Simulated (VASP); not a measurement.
# Ni (I4/mmm) in VASP: a series of runs, part 2 of 3

VASP 6.6.1.

### 4 Electric field gradients, LDA, collinear spin, ferromagnetic start (equal xx and yy strain of -3 %)

Input file INCAR:

```
SYSTEM = Ni
ALGO = Normal
EDIFF = 1E-8
ENCUT = 520
GGA = CA
ISIF = 2
ISMEAR = -1
ISPIN = 2
LASPH = .True.
LCHARG = .False.
LEFG = .True.
LMAXMIX = 4
LORBIT = 11
LREAL = .False.
LWAVE = .False.
MAGMOM = 1.5
NBANDS = 15
NELM = 150
PREC = Accurate
SIGMA = 0.05
```

Input file KPOINTS:

```
k-points
0
Gamma
  20 20 20
  0 0 0
```

Input file POSCAR:

```
Ni
1.0
    0.0000000000      1.7149115000      1.7679500000
    1.7149115000      0.0000000000      1.7679500000
    1.7149115000      1.7149115000      0.0000000000
Ni
1
Direct
    0.0000000000      0.0000000000      0.0000000000
```

Potentials or basis: VASP PAW LDA potentials, release 64 (Ni).

The run is started by

```console
> cat potpaw_LDA.64/Ni/POTCAR > POTCAR
> mpirun -np 1 vasp_std > vasp.out
```

OUTCAR:

```text
SYSTEM = Ni
   EDIFF = 1E-8
   ENCUT = 520
   GGA = CA
   ISIF = 2
   ISMEAR = -1
   ISPIN = 2
   LASPH = .True.
   LORBIT = 11
   LREAL = .False.
   NELM = 150
   PREC = Accurate

 ion  position               nearest neighbor table
   1  0.000  0.000  0.000-

  LATTYP: Found a body centered tetragonal cell.
 ALAT       =     2.4252511016
 C/A-ratio  =     1.4579521262

  Lattice vectors:

 A1 = (  -1.7149115000,   0.0000000000,   1.7679500000)
 A2 = (   1.7149115000,   0.0000000000,   1.7679500000)
 A3 = (   0.0000000000,   1.7149115000,  -1.7679500000)

Analysis of symmetry for initial positions (statically):
=====================================================================
 Subroutine PRICEL returns:
 Original cell was already a primitive cell.

 Routine SETGRP: Setting up the symmetry group for a
 body centered tetragonal supercell.

 Subroutine GETGRP returns: Found 16 space group operations
 (whereof 16 operations were pure point group operations)
 out of a pool of 16 trial point group operations.

The static configuration has the point symmetry D_4h.

Analysis of symmetry for dynamics (positions and initial velocities):
=====================================================================
 Subroutine PRICEL returns:
 Original cell was already a primitive cell.

 Routine SETGRP: Setting up the symmetry group for a
 body centered tetragonal supercell.

 Subroutine GETGRP returns: Found 16 space group operations
 (whereof 16 operations were pure point group operations)
[... 1031 lines left out ...]
      8      31.4683      0.00000
      9      34.6804      0.00000
     10      36.9707      0.00000
     11      38.9279      0.00000
     12      39.9836      0.00000
     13      44.3828      0.00000
     14      51.4590      0.00000
     15      53.0542      0.00000

 [... further k-points ...]

------------------------ aborting loop because EDIFF is reached ----------------------------------------

  FORCE on cell =-STRESS in cart. coord.  units (eV):
  Direction    XX          YY          ZZ          XY          YZ          ZX
  --------------------------------------------------------------------------------------
  -------------------------------------------------------------------------------------
  Total       -0.4441807     -0.4441807     -0.7136168      0.0000000     -0.0000000      0.0000000
  in kB      -68.4363593    -68.4363593   -109.9492391      0.0000000     -0.0000000      0.0000000
  external PRESSURE =     -82.2739859 kB  Pullay stress =       0.0000000 kB

 VOLUME and BASIS-vectors are now :
 -----------------------------------------------------------------------------
  energy-cutoff  :      520.00
  volume of cell :       10.40
      direct lattice vectors                 reciprocal lattice vectors
     0.000000000  1.714911500  1.767950000    -0.291560235  0.291560235  0.282813428
     1.714911500  0.000000000  1.767950000     0.291560235 -0.291560235  0.282813428
     1.714911500  1.714911500  0.000000000     0.291560235  0.291560235 -0.282813428

 POSITION                                       TOTAL-FORCE (eV/Angst)
 -----------------------------------------------------------------------------------
      0.00000      0.00000      0.00000         0.000000      0.000000      0.000000
 -----------------------------------------------------------------------------------
    total drift:                                0.000000     -0.000000      0.000000

  FREE ENERGIE OF THE ION-ELECTRON SYSTEM (eV)
  ---------------------------------------------------
  free  energy   TOTEN  =        -6.5734239656 eV

  energy  without entropy=       -6.5587262067  energy(sigma->0) =       -6.56607509

 Electric field gradients (V/A^2)
---------------------------------------------------------------------
 ion       V_xx      V_yy      V_zz      V_xy      V_xz      V_yz
---------------------------------------------------------------------
   1      -1.089    -1.089     2.178     0.003    -0.001    -0.001
---------------------------------------------------------------------

 Electric field gradients after diagonalization (V/A^2)
 (convention: |V_zz| > |V_xx| > |V_yy|)
----------------------------------------------------------------------
 ion       V_xx      V_yy      V_zz     asymmetry (V_yy - V_xx)/ V_zz
----------------------------------------------------------------------
   1      -1.092    -1.086     2.178       0.003
----------------------------------------------------------------------

           NMR quadrupolar parameters

 Cq : quadrupolar parameter    Cq=e*Q*V_zz/h
 eta: asymmetry parameters     (V_yy - V_xx)/ V_zz
 Q  : nuclear electric quadrupole moment in mb (millibarn)
----------------------------------------------------------------------
 ion       Cq(MHz)       eta       Q (mb)
----------------------------------------------------------------------
   1       0.005       0.003       1.000
----------------------------------------------------------------------

 total charge

# of ion       s       p       d       tot
------------------------------------------
    1        0.519   0.537   8.347   9.404

 magnetization (x)

# of ion       s       p       d       tot
------------------------------------------
    1       -0.005  -0.018   0.626   0.603
```

OSZICAR:

```text
N       E                     dE             d eps       ncg     rms          rms(c)
DAV:   1     0.319028223709E+02    0.31903E+02   -0.41866E+03 41029   0.873E+02
DAV:   2    -0.622704843817E+01   -0.38130E+02   -0.35322E+02 43605   0.164E+02
DAV:   3    -0.762532173453E+01   -0.13983E+01   -0.13897E+01 47056   0.309E+01
DAV:   4    -0.763321067521E+01   -0.78889E-02   -0.78879E-02 47320   0.220E+00
DAV:   5    -0.763329651305E+01   -0.85838E-04   -0.85835E-04 48060   0.207E-01    0.110E+01
DAV:   6    -0.692819050856E+01    0.70511E+00   -0.13516E+01 55971   0.424E+01    0.595E+00
DAV:   7    -0.659472787547E+01    0.33346E+00   -0.24201E+00 50752   0.158E+01    0.193E+00
DAV:   8    -0.657755454114E+01    0.17173E-01   -0.23097E-02 48292   0.972E-01    0.942E-01
DAV:   9    -0.657430635132E+01    0.32482E-02   -0.19288E-03 64626   0.247E-01    0.310E-01
DAV:  10    -0.657343949839E+01    0.86685E-03   -0.87683E-04 66754   0.159E-01    0.358E-02
DAV:  11    -0.657342492048E+01    0.14578E-04   -0.18831E-05 54550   0.284E-02    0.226E-02
DAV:  12    -0.657342416291E+01    0.75757E-06   -0.74432E-06 62107   0.142E-02    0.563E-03
DAV:  13    -0.657342403242E+01    0.13049E-06   -0.96008E-08 49135   0.373E-03    0.330E-03
DAV:  14    -0.657342397045E+01    0.61972E-07   -0.63209E-08 44118   0.136E-03    0.738E-04
DAV:  15    -0.657342396559E+01    0.48617E-08   -0.70431E-09 39313   0.669E-04
   1 F= -.65734240E+01 E0= -.65660751E+01  d E =-.146978E-01  mag=     0.6010
```

stdout:

```text
POSCAR found type information on POSCAR Ni
 POSCAR found :  1 types and       1 ions
 scaLAPACK will be used
 LDA part: xc-table for (Slater(with rela. corr.)+CA(PZ))
 , standard interpolation
 POSCAR, INCAR and KPOINTS ok, starting setup
 FFT: planning ... GRIDC
 FFT: planning ... GRID_SOFT
 FFT: planning ... GRID
 WAVECAR not read
 entering main loop
ion   1
```

It took 5.7 min on 1 thread of Oxide Virtual Turin-like, shared host; peak memory 0.2 GiB.

What came out:

| Quantity | Value |
| --- | --- |
| Free energy | -6.5734 eV |
| Pressure | -8.2 GPa |
| Net moment | 0.60 μB per cell |
| Site moments | Ni +0.60 μB |
| Valence electrons inside the program's atomic spheres | Ni 9.40 |

Electric field gradients, principal values (V/Å²):
```csv
atom,least,middle,greatest (by size)
1 Ni,-1.086,-1.092,2.178
```

Caveat: the cell differs from its parent crystal (equal xx and yy strain of -3 %); without QUAD_EFG the Cq values of the log hold for a quadrupole moment of 1 mb, not for the nuclei.

### 5 Electric field gradients, LDA, collinear spin, ferromagnetic start (equal xx and yy strain of -3 %)

Input file INCAR:

```
PREC = Accurate ; ENCUT = 520
EDIFF = 1E-8 ; ISMEAR = -1
SIGMA = 0.05 ; LREAL = False
LASPH = True ; NELM = 150
ALGO = Normal ; ISIF = 2
LWAVE = False ; LCHARG = False
ISPIN = 2 ; MAGMOM = 1.5
LORBIT = 11 ; LMAXMIX = 4
LEFG = True ; NBANDS = 15
```

Input file KPOINTS:

```
regular mesh
0
Gamma
  20 20 20
```

POSCAR is that of step 4.

Potentials or basis: VASP PAW LDA potentials, release 64 (Ni).

The run is started by

```console
> cat potpaw_LDA.64/Ni/POTCAR > POTCAR
> mpirun -np 1 vasp_std > vasp.out
```

OUTCAR:

```text
PREC = Accurate
   ENCUT = 520
   EDIFF = 1E-8
   ISMEAR = -1
   LREAL = False
   LASPH = True
   NELM = 150
   ISIF = 2
   ISPIN = 2
   LORBIT = 11

 ion  position               nearest neighbor table
   1  0.000  0.000  0.000-

  LATTYP: Found a body centered tetragonal cell.
 ALAT       =     2.4252511016
 C/A-ratio  =     1.4579521262

  Lattice vectors:

 A1 = (  -1.7149115000,   0.0000000000,   1.7679500000)
 A2 = (   1.7149115000,   0.0000000000,   1.7679500000)
 A3 = (   0.0000000000,   1.7149115000,  -1.7679500000)

[... 1096 lines left out ...]

 Electric field gradients (V/A^2)
---------------------------------------------------------------------
 ion       V_xx      V_yy      V_zz      V_xy      V_xz      V_yz
---------------------------------------------------------------------
   1      -1.089    -1.089     2.178     0.003    -0.001    -0.001
---------------------------------------------------------------------

 Electric field gradients after diagonalization (V/A^2)
 (convention: |V_zz| > |V_xx| > |V_yy|)
----------------------------------------------------------------------
 ion       V_xx      V_yy      V_zz     asymmetry (V_yy - V_xx)/ V_zz
----------------------------------------------------------------------
   1      -1.092    -1.086     2.178       0.003
----------------------------------------------------------------------

           NMR quadrupolar parameters

 Cq : quadrupolar parameter    Cq=e*Q*V_zz/h
 eta: asymmetry parameters     (V_yy - V_xx)/ V_zz
 Q  : nuclear electric quadrupole moment in mb (millibarn)
----------------------------------------------------------------------
 ion       Cq(MHz)       eta       Q (mb)
----------------------------------------------------------------------
   1       0.005       0.003       1.000
----------------------------------------------------------------------

 total charge

# of ion       s       p       d       tot
------------------------------------------
    1        0.519   0.537   8.347   9.404

 magnetization (x)

# of ion       s       p       d       tot
------------------------------------------
    1       -0.005  -0.018   0.626   0.603
```

OSZICAR:

```text
N       E                     dE             d eps       ncg     rms          rms(c)
DAV:   1     0.319028223709E+02    0.31903E+02   -0.41866E+03 41029   0.873E+02
DAV:   2    -0.622704843817E+01   -0.38130E+02   -0.35322E+02 43605   0.164E+02
DAV:   3    -0.762532173453E+01   -0.13983E+01   -0.13897E+01 47056   0.309E+01
DAV:   4    -0.763321067521E+01   -0.78889E-02   -0.78879E-02 47320   0.220E+00
DAV:   5    -0.763329651305E+01   -0.85838E-04   -0.85835E-04 48060   0.207E-01    0.110E+01
DAV:   6    -0.692819050856E+01    0.70511E+00   -0.13516E+01 55971   0.424E+01    0.595E+00
DAV:   7    -0.659472787547E+01    0.33346E+00   -0.24201E+00 50752   0.158E+01    0.193E+00
DAV:   8    -0.657755454114E+01    0.17173E-01   -0.23097E-02 48292   0.972E-01    0.942E-01
DAV:   9    -0.657430635132E+01    0.32482E-02   -0.19288E-03 64626   0.247E-01    0.310E-01
DAV:  10    -0.657343949839E+01    0.86685E-03   -0.87683E-04 66754   0.159E-01    0.358E-02
DAV:  11    -0.657342492048E+01    0.14578E-04   -0.18831E-05 54550   0.284E-02    0.226E-02
DAV:  12    -0.657342416291E+01    0.75757E-06   -0.74432E-06 62107   0.142E-02    0.563E-03
DAV:  13    -0.657342403242E+01    0.13049E-06   -0.96008E-08 49135   0.373E-03    0.330E-03
DAV:  14    -0.657342397045E+01    0.61972E-07   -0.63209E-08 44118   0.136E-03    0.738E-04
DAV:  15    -0.657342396559E+01    0.48617E-08   -0.70431E-09 39313   0.669E-04
   1 F= -.65734240E+01 E0= -.65660751E+01  d E =-.146978E-01  mag=     0.6010
```

stdout:

```text
POSCAR found type information on POSCAR Ni
 POSCAR found :  1 types and       1 ions
 scaLAPACK will be used
 LDA part: xc-table for (Slater(with rela. corr.)+CA(PZ))
 , standard interpolation
 POSCAR, INCAR and KPOINTS ok, starting setup
 FFT: planning ... GRIDC
 FFT: planning ... GRID_SOFT
 FFT: planning ... GRID
 WAVECAR not read
 entering main loop
ion   1
```

It took 6.4 min on 1 thread of Oxide Virtual Turin-like, shared host; peak memory 0.21 GiB.

What came out:

```
Free energy                                           : -6.5734 eV
Pressure                                              : -8.2 GPa
Net moment                                            : 0.60 μB per cell
Site moments                                          : Ni +0.60 μB
Valence electrons inside the program's atomic spheres : Ni 9.40
```

Levels at points of the mesh, in eV from the Fermi level:
Spin up:
| k point | band 3 | band 4 | band 5 | band 6 | band 7 | band 8 |
| --- | --- | --- | --- | --- | --- | --- |
| (0.00, 0.00, 0.00) | -2.39 | -2.39 | -1.35 | -1.13 | 24.19 | 28.04 |
| (0.50, 0.00, 0.00) | -2.36 | -0.53 | -0.45 | -0.33 | 6.06 | 22.50 |
| (0.50, 0.50, 0.00) | -0.45 | -0.34 | -0.34 | 2.01 | 9.14 | 15.72 |
| (0.50, 0.00, 0.50) | -0.47 | -0.39 | -0.26 | 2.73 | 9.98 | 14.94 |
Spin down:
| k point | band 3 | band 4 | band 5 | band 6 | band 7 | band 8 |
| --- | --- | --- | --- | --- | --- | --- |
| (0.00, 0.00, 0.00) | -1.78 | -1.78 | -0.78 | -0.56 | 24.17 | 28.08 |
| (0.50, 0.00, 0.00) | -1.81 | -0.29 | 0.12 | 0.20 | 6.44 | 22.49 |
| (0.50, 0.50, 0.00) | 0.14 | 0.36 | 0.36 | 2.06 | 9.43 | 15.80 |
| (0.50, 0.00, 0.50) | 0.12 | 0.30 | 0.45 | 2.79 | 10.25 | 15.01 |

Electric field gradients, principal values (V/Å²):
| atom | least | middle | greatest (by size) |
| --- | --- | --- | --- |
| 1 Ni | -1.086 | -1.092 | 2.178 |

Caveat: the cell differs from its parent crystal (equal xx and yy strain of -3 %); without QUAD_EFG the Cq values of the log hold for a quadrupole moment of 1 mb, not for the nuclei.

(Continued in part 3 of 3.)
